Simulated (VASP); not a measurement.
# Ti (P6/mmm) in VASP: a series of runs, part 2 of 2

VASP 6.6.1.

### 5 Relaxation of cell and atoms, PBEsol

This run uses another cell than the first one, of 16.46 Å³/atom.

Contents of INCAR:

```
PREC     = Accurate       # precision mode
ENCUT    = 600            # plane-wave cutoff, eV
EDIFF    = 1E-6           # SCF threshold, eV
ISMEAR   = -1             # smearing method
SIGMA    = 0.15           # smearing width, eV
LREAL    = F              # projectors in reciprocal space
LASPH    = T              # aspherical terms in the spheres
NELM     = 80             # most SCF steps
ALGO     = Fast           # electronic algorithm
ISIF     = 3              # what is computed and relaxed
LWAVE    = F              # write WAVECAR
LCHARG   = F              # write CHGCAR
GGA      = PS             # functional
IBRION   = 2              # ionic algorithm
NSW      = 80             # ionic steps
EDIFFG   = -0.001         # ionic threshold
```

Contents of KPOINTS:

```
Automatic mesh
0
Gamma
  12 12 14
```

Contents of POSCAR:

```
Ti
1.0
    4.5140250332      0.0000000029      0.0000000000
   -2.2570125191      3.9092603507      0.0000000000
    0.0000000000      0.0000000000      2.7989385158
Ti
3
Direct
    0.0000000000      0.0000000000      0.0000000000
    0.3333333333      0.6666666667      0.5000000000
    0.6666666667      0.3333333333      0.5000000000
```

Potentials or basis: VASP PAW PBE potentials, release 64 (Ti_sv).

Started as:

```bash
$ cat potpaw_PBE.64/Ti_sv/POTCAR > POTCAR
$ mpirun -np 1 vasp_std > vasp.out
```

OUTCAR:

```text
PREC = Accurate
   ENCUT = 600
   EDIFF = 1E-6
   ISMEAR = -1
   LREAL = F
   LASPH = T
   NELM = 80
   ISIF = 3
   GGA = PS
   IBRION = 2
   NSW = 80
   EDIFFG = -0.001

 ion  position               nearest neighbor table
   1  0.000  0.000  0.000-
   2  0.333  0.667  0.500-   3 2.61   3 2.61   3 2.61
   3  0.667  0.333  0.500-   2 2.61   2 2.61   2 2.61

  LATTYP: Found a hexagonal cell.
 ALAT       =     4.5140250332
 C/A-ratio  =     0.6200538312

  Lattice vectors:

 A1 = (   4.5140250332,   0.0000000029,   0.0000000000)
 A2 = (  -2.2570125191,   3.9092603507,   0.0000000000)
 A3 = (   0.0000000000,   0.0000000000,   2.7989385158)

Analysis of symmetry for initial positions (statically):
=====================================================================
 Subroutine PRICEL returns:
 Original cell was already a primitive cell.

 Routine SETGRP: Setting up the symmetry group for a
 hexagonal supercell.

 Subroutine GETGRP returns: Found 24 space group operations
 (whereof 24 operations were pure point group operations)
 out of a pool of 24 trial point group operations.

The static configuration has the point symmetry D_6h.

Analysis of symmetry for dynamics (positions and initial velocities):
=====================================================================
 Subroutine PRICEL returns:
 Original cell was already a primitive cell.

 Routine SETGRP: Setting up the symmetry group for a
 hexagonal supercell.

 Subroutine GETGRP returns: Found 24 space group operations
 (whereof 24 operations were pure point group operations)
 out of a pool of 24 trial point group operations.

[... 136 lines left out ...]
  energy-cutoff  :      600.00
  volume of cell :       49.39
 maximum number of plane-waves:      1665
 NGX is ok and might be reduce to    36
   NGX = 17   NGY = 17   NGZ = 11

--------------------------------------- Ionic step        1  -------------------------------------------

 number of electron      36.0000008 magnetization

 Free energy of the ion-electron system (eV)
  ---------------------------------------------------
  ext. energy  EPLUGINS =         0.00000000
  ---------------------------------------------------
  free energy    TOTEN  =       -25.17242260 eV

  energy without entropy =      -24.92115228  energy(sigma->0) =      -25.04678744

------------------------ aborting loop EDIFF was not reached (unconverged)  ----------------------------

  FORCE on cell =-STRESS in cart. coord.  units (eV):
  Direction    XX          YY          ZZ          XY          YZ          ZX
  --------------------------------------------------------------------------------------
  -------------------------------------------------------------------------------------
  Total        0.0656962      0.0656962     -0.0898125      0.0000000     -0.0000000      0.0000000
  in kB        2.1310746      2.1310746     -2.9133697      0.0000000     -0.0000000      0.0000000
  external PRESSURE =       0.4495932 kB  Pullay stress =       0.0000000 kB
[... 92 lines left out ...]
  FREE ENERGIE OF THE ION-ELECTRON SYSTEM (eV)
  ---------------------------------------------------
  free  energy   TOTEN  =       -25.1727586694 eV

  energy  without entropy=      -24.9200516419  energy(sigma->0) =      -25.04640516

[... ionic steps 4 to 26 ...]

--------------------------------------- Ionic step       27  -------------------------------------------

 number of electron      36.0000008 magnetization

------------------------ aborting loop because EDIFF is reached ----------------------------------------
[... 69 lines left out ...]
--------------------------------------- Ionic step       29  -------------------------------------------

 number of electron      36.0000008 magnetization

 Free energy of the ion-electron system (eV)
  ---------------------------------------------------
  ext. energy  EPLUGINS =         0.00000000
  ---------------------------------------------------
  free energy    TOTEN  =       -25.17276598 eV

  energy without entropy =      -24.91989617  energy(sigma->0) =      -25.04633107

 E-fermi :   8.6248     XC(G=0): -11.8853

 val. band max:        8.6237119353   @ k =   0.4167   0.1667   0.2857
 cond. band min:       8.6323714347   @ k =   0.3333   0.1667   0.0714
 fundamental gap:      0.0086594994
 Fermi energy:         8.6248149857

 k-point     1 :       0.0000    0.0000    0.0000
  band No.  band energies     occupation
      1     -47.8774      2.00000
      2     -47.6611      2.00000
      3     -47.4797      2.00000
      4     -24.3028      2.00000
      5     -24.3028      2.00000
      6     -24.2704      2.00000
[... 589 lines left out ...]
     21       9.3379      0.01709
     22       9.8526      0.00056

 [... further k-points ...]

------------------------ aborting loop because EDIFF is reached ----------------------------------------

  FORCE on cell =-STRESS in cart. coord.  units (eV):
  Direction    XX          YY          ZZ          XY          YZ          ZX
  --------------------------------------------------------------------------------------
  -------------------------------------------------------------------------------------
  Total       -0.0009434     -0.0009434      0.0013701     -0.0000000     -0.0000000     -0.0000000
  in kB       -0.0305662     -0.0305662      0.0443888     -0.0000000     -0.0000000     -0.0000000
  external PRESSURE =      -0.0055812 kB  Pullay stress =       0.0000000 kB
[... 18 lines left out ...]
  FREE ENERGIE OF THE ION-ELECTRON SYSTEM (eV)
  ---------------------------------------------------
  free  energy   TOTEN  =       -25.1727659815 eV

  energy  without entropy=      -24.9198961674  energy(sigma->0) =      -25.04633107

 reached required accuracy - stopping structural energy minimisation
```

Run time: 16 min. Hardware: 1 thread of Intel Xeon 6975P-C (Granite Rapids), shared host; peak memory 0.3 GiB.

Results:

```
Free energy                           : -25.1728 eV
Relaxed volume                        : 16.48 Å³/atom
Relaxed cell                          : a = 4.520 Å, b = 4.520 Å, c = 2.795 Å, α = 90.00°, β = 90.00°, γ = 120.00°
Space group after relaxing (to 0.1 Å) : P6/mmm (No. 191)
Energy gained by relaxing             : 0.1 meV/atom
Ionic steps                           : 29
Pressure after relaxing               : 0.0 GPa
Band gap on the k mesh                : zero (bands 18 and 19 overlap by 0.32 eV)
```

Step by step:
| step | energy change (eV) | largest force (eV/Å) | pressure (GPa) | volume (Å³) |
| --- | --- | --- | --- | --- |
| 1 | 0.0000 | 0.0000 | 0.04 | 49.39 |
| 2 | -0.0003 | 0.0000 | 0.06 | 49.42 |
| 3 | -0.0003 | 0.0000 | 0.08 | 49.43 |
| 4 | -0.0003 | 0.0000 | -0.01 | 49.48 |
| 5 | -0.0003 | 0.0000 | -0.01 | 49.47 |
| 6 | -0.0003 | 0.0000 | -0.07 | 49.47 |
| 7 | -0.0003 | 0.0000 | -0.01 | 49.45 |
| 8 | -0.0003 | 0.0000 | -0.04 | 49.44 |
| 9 | -0.0003 | 0.0000 | 0.05 | 49.43 |
| 10 | -0.0003 | 0.0000 | 0.00 | 49.44 |
| 11 | -0.0003 | 0.0000 | 0.03 | 49.44 |
| 12 | -0.0003 | 0.0000 | 0.05 | 49.44 |
| 13 | -0.0003 | 0.0000 | 0.04 | 49.44 |
| 14 | -0.0003 | 0.0000 | 0.05 | 49.45 |
| 15 | -0.0003 | 0.0000 | -0.07 | 49.49 |
| 16 | -0.0003 | 0.0000 | -0.11 | 49.47 |
| 17 | -0.0003 | 0.0000 | -0.01 | 49.46 |
| 18 | -0.0003 | 0.0000 | -0.05 | 49.46 |
| 19 | -0.0003 | 0.0000 | -0.06 | 49.46 |
| 20 | -0.0003 | 0.0000 | -0.03 | 49.46 |
| 21 | -0.0003 | 0.0000 | -0.03 | 49.46 |
| 22 | -0.0003 | 0.0000 | -0.01 | 49.45 |
| 23 | -0.0003 | 0.0000 | -0.02 | 49.45 |
| 24 | -0.0003 | 0.0000 | 0.07 | 49.42 |
| 25 | -0.0003 | 0.0000 | 0.07 | 49.44 |
| 26 | -0.0003 | 0.0000 | 0.04 | 49.44 |
| 27 | -0.0003 | 0.0000 | 0.04 | 49.45 |
| 28 | -0.0003 | 0.0000 | 0.03 | 49.45 |
| 29 | -0.0003 | 0.0000 | 0.00 | 49.45 |

Final structure:
```
Ti
1.0
     4.52002    0.00000    0.00000
    -2.26001    3.91445    0.00000
     0.00000    0.00000    2.79488
Ti
3
Cartesian
  0.0000 0.0000 0.0000
  0.0000 2.6096 1.3974
  2.2600 1.3048 1.3974
```

Caveat: the PAW data sets were made with another functional, which shifts forces and pressure a little.

### 6 Relaxation of cell and atoms, PBEsol

Contents of INCAR:

```
SYSTEM = Ti
ALGO = Fast
EDIFF = 1E-6
EDIFFG = -0.002
ENCUT = 600
GGA = PS
IBRION = 2
ISIF = 3
ISMEAR = 0
LASPH = .True.
LCHARG = .False.
LREAL = .False.
LWAVE = .False.
NELM = 60
NSW = 100
PREC = Accurate
SIGMA = 0.1
```

Contents of KPOINTS:

```
k-points
0
Gamma
  12 12 14
  0 0 0
```

Contents of POSCAR:

```
Ti
1.0
    4.5673748300      0.0000000000      0.0000000000
   -2.2836874200      3.9554626300      0.0000000000
    0.0000000000      0.0000000000      2.8262442700
Ti
3
Direct
    0.0000000000      0.0000000000      0.0000000000
    0.3333333300      0.6666666700      0.5000000000
    0.6666666700      0.3333333300      0.5000000000
```

Potentials or basis: VASP PAW PBE potentials, release 64 (Ti_sv).

Started as:

```bash
$ cat potpaw_PBE.64/Ti_sv/POTCAR > POTCAR
$ mpirun -np 1 vasp_std > vasp.out
```

OUTCAR:

```text
SYSTEM = Ti
   EDIFF = 1E-6
   EDIFFG = -0.002
   ENCUT = 600
   GGA = PS
   IBRION = 2
   ISIF = 3
   ISMEAR = 0
   LASPH = .True.
   LREAL = .False.
   NELM = 60
   NSW = 100
   PREC = Accurate

 ion  position               nearest neighbor table
   1  0.000  0.000  0.000-
   2  0.333  0.667  0.500-   3 2.64   3 2.64   3 2.64
   3  0.667  0.333  0.500-   2 2.64   2 2.64   2 2.64

  LATTYP: Found a hexagonal cell.
 ALAT       =     4.5673748300
 C/A-ratio  =     0.6187896495

  Lattice vectors:

 A1 = (   4.5673748300,   0.0000000000,   0.0000000000)
 A2 = (  -2.2836874200,   3.9554626300,   0.0000000000)
 A3 = (   0.0000000000,   0.0000000000,   2.8262442700)

Analysis of symmetry for initial positions (statically):
=====================================================================
 Subroutine PRICEL returns:
 Original cell was already a primitive cell.

 Routine SETGRP: Setting up the symmetry group for a
 hexagonal supercell.

 Subroutine GETGRP returns: Found 24 space group operations
 (whereof 24 operations were pure point group operations)
 out of a pool of 24 trial point group operations.

The static configuration has the point symmetry D_6h.

Analysis of symmetry for dynamics (positions and initial velocities):
=====================================================================
 Subroutine PRICEL returns:
 Original cell was already a primitive cell.

 Routine SETGRP: Setting up the symmetry group for a
 hexagonal supercell.

 Subroutine GETGRP returns: Found 24 space group operations
 (whereof 24 operations were pure point group operations)
 out of a pool of 24 trial point group operations.

The dynamic configuration has the point symmetry D_6h.

 Subroutine INISYM returns: Found 24 space group operations
[... 156 lines left out ...]
  -------------------------------------------------------------------------------------
  Total       -1.3187837     -1.3187837     -1.2675304      0.0000000      0.0000000      0.0000000
  in kB      -41.3819084    -41.3819083    -39.7736393      0.0000001      0.0000000      0.0000000
  external PRESSURE =     -40.8458187 kB  Pullay stress =       0.0000000 kB
[... 24 lines left out ...]
--------------------------------------- Ionic step        2  -------------------------------------------

 number of electron      36.0000011 magnetization

------------------------ aborting loop EDIFF was not reached (unconverged)  ----------------------------

  FORCE on cell =-STRESS in cart. coord.  units (eV):
  Direction    XX          YY          ZZ          XY          YZ          ZX
  --------------------------------------------------------------------------------------
  -------------------------------------------------------------------------------------
  Total        0.9596687      0.9596687      1.1205822     -0.0000000      0.0000000     -0.0000000
  in kB       32.0863586     32.0863586     37.4664735     -0.0000000      0.0000000     -0.0000000
  external PRESSURE =      33.8797302 kB  Pullay stress =       0.0000000 kB
[... 55 lines left out ...]
  FREE ENERGIE OF THE ION-ELECTRON SYSTEM (eV)
  ---------------------------------------------------
  free  energy   TOTEN  =       -25.0654637675 eV

  energy  without entropy=      -25.0518567375  energy(sigma->0) =      -25.05866025

[... ionic steps 4 to 15 ...]

--------------------------------------- Ionic step       16  -------------------------------------------

 number of electron      36.0000009 magnetization

------------------------ aborting loop because EDIFF is reached ----------------------------------------
[... 69 lines left out ...]
--------------------------------------- Ionic step       18  -------------------------------------------

 number of electron      36.0000009 magnetization

 Free energy of the ion-electron system (eV)
  ---------------------------------------------------
  ext. energy  EPLUGINS =         0.00000000
  ---------------------------------------------------
  free energy    TOTEN  =       -25.06554967 eV

  energy without entropy =      -25.05193284  energy(sigma->0) =      -25.05874126

 E-fermi :   8.6854     XC(G=0): -11.9015

 val. band max:        8.6785150262   @ k =   0.4167   0.0000   0.1429
 cond. band min:       8.7036104312   @ k =   0.3333   0.0833   0.0000
 fundamental gap:      0.0250954050
 Fermi energy:         8.6854387752

 k-point     1 :       0.0000    0.0000    0.0000
  band No.  band energies     occupation
      1     -47.8956      2.00000
      2     -47.6307      2.00000
      3     -47.4398      2.00000
      4     -24.3267      2.00000
      5     -24.3267      2.00000
      6     -24.2391      2.00000
[... 589 lines left out ...]
     21       9.3727      0.00000
     22       9.8549      0.00000

 [... further k-points ...]

------------------------ aborting loop because EDIFF is reached ----------------------------------------

  FORCE on cell =-STRESS in cart. coord.  units (eV):
  Direction    XX          YY          ZZ          XY          YZ          ZX
  --------------------------------------------------------------------------------------
  -------------------------------------------------------------------------------------
  Total       -0.0045554     -0.0045554      0.0008592      0.0000000      0.0000000      0.0000000
  in kB       -0.1480240     -0.1480240      0.0279203      0.0000000      0.0000000      0.0000000
  external PRESSURE =      -0.0893759 kB  Pullay stress =       0.0000000 kB
[... 18 lines left out ...]
  FREE ENERGIE OF THE ION-ELECTRON SYSTEM (eV)
  ---------------------------------------------------
  free  energy   TOTEN  =       -25.0655496706 eV

  energy  without entropy=      -25.0519328433  energy(sigma->0) =      -25.05874126

 reached required accuracy - stopping structural energy minimisation
```

Wall time 25 min (1 thread of Intel Xeon 6975P-C (Granite Rapids), shared host); peak memory 0.33 GiB.

Results:

```yaml
Free_energy: -25.0655 eV
Relaxed_volume: 16.44 Å³/atom
Relaxed_cell: a = 4.511 Å, b = 4.511 Å, c = 2.797 Å, α = 90.00°, β = 90.00°, γ = 120.00°
Space_group_after_relaxing_to_0.1_Å: P6/mmm (No. 191)
Energy_gained_by_relaxing: 7.4 meV/atom
Ionic_steps: 18
Pressure_after_relaxing: 0.0 GPa
Band_gap_on_the_k_mesh: zero (bands 18 and 19 overlap by 0.34 eV)
```

Step by step:
```
step  energy change (eV)  largest force (eV/Å)  pressure (GPa)  volume (Å³)
   1              0.0000                0.0000           -4.08        51.06
   2             -0.0069                0.0000            3.39        47.92
   3             -0.0221                0.0000           -0.07        49.35
   4             -0.0221                0.0000           -0.05        49.31
   5             -0.0220                0.0000            0.13        49.22
   6             -0.0221                0.0000            0.13        49.28
   7             -0.0221                0.0000           -0.11        49.37
   8             -0.0221                0.0000           -0.07        49.33
   9             -0.0221                0.0000           -0.05        49.34
  10             -0.0221                0.0000           -0.13        49.35
  11             -0.0221                0.0000           -0.13        49.34
  12             -0.0221                0.0000           -0.12        49.34
  13             -0.0221                0.0000            0.04        49.26
  14             -0.0221                0.0000            0.11        49.28
  15             -0.0221                0.0000            0.04        49.30
  16             -0.0221                0.0000           -0.02        49.31
  17             -0.0221                0.0000            0.02        49.31
  18             -0.0222                0.0000           -0.01        49.31
```

Final structure:
```yaml
crystal:
  lattice:
    - [4.51130, 0.00000, 0.00000]
    - [-2.25565, 3.90690, 0.00000]
    - [0.00000, 0.00000, 2.79749]
  atoms:
    - { symbol: Ti, position: [0.00000, 0.00000, 0.00000] }
    - { symbol: Ti, position: [0.33333, 0.66667, 0.50000] }
    - { symbol: Ti, position: [0.66667, 0.33333, 0.50000] }
```

Levels at points of the mesh, in eV from the Fermi level:
| k point | band 16 | band 17 | band 18 | band 19 | band 20 | band 21 |
| --- | --- | --- | --- | --- | --- | --- |
| (0.00, 0.00, 0.00) | -0.71 | -0.61 | -0.61 | -0.01 | 0.71 | 1.34 |
| (0.50, 0.00, 0.00) | -0.45 | -0.43 | -0.37 | 0.05 | 0.56 | 1.05 |
| (0.00, 0.00, 0.50) | -1.73 | -1.71 | -1.71 | 1.10 | 1.10 | 1.31 |
| (0.50, 0.00, 0.50) | -1.24 | -0.68 | -0.67 | 0.35 | 0.83 | 1.04 |

Caveat: the PAW data sets were made with another functional, which shifts forces and pressure a little.

### 7 The runs side by side

| task | cell | k mesh | cutoff (eV) | smearing | gap on the mesh (eV) | pressure (GPa) | relaxed volume (Å³/atom) |
| --- | --- | --- | --- | --- | --- | --- | --- |
| single point | a = 4.567, b = 4.567, c = 2.826 Å, angles 90.0, 90.0, 120.0°, 3 atoms | 6 × 6 × 6 | 520 | gaussian 0.1 eV | none | -3.8 | - |
| single point | a = 4.514, b = 4.514, c = 2.799 Å, angles 90.0, 90.0, 120.0°, 3 atoms | 12 × 12 × 14 | 520 | gaussian 0.1 eV | none | -0.3 | - |
| single point | a = 4.523, b = 4.523, c = 2.796 Å, angles 90.0, 90.0, 120.0°, 3 atoms | 12 × 12 × 14 | 520 | fermi-dirac 0.15 eV | none | -0.3 | - |
| relaxation of cell and atoms | relaxed from a = 4.514, b = 4.514, c = 2.799 Å, angles 90.0, 90.0, 120.0°, 3 atoms | 12 × 12 × 14 | 600 | fermi-dirac 0.15 eV | none | 0.0 | 16.48 |
| relaxation of cell and atoms | relaxed from a = 4.567, b = 4.567, c = 2.826 Å, angles 90.0, 90.0, 120.0°, 3 atoms | 12 × 12 × 14 | 600 | gaussian 0.1 eV | none | 0.0 | 16.44 |

Alike in all rows: level PBEsol; potentials or basis VASP PAW PBE potentials, release 64 (Ti_sv); no spin polarisation.

Caveats: some runs use coarse meshes; the PAW data sets were made with another functional, which shifts forces and pressure a little.

Total energies depend on the potentials used, so only differences within one code and one set of settings carry meaning.
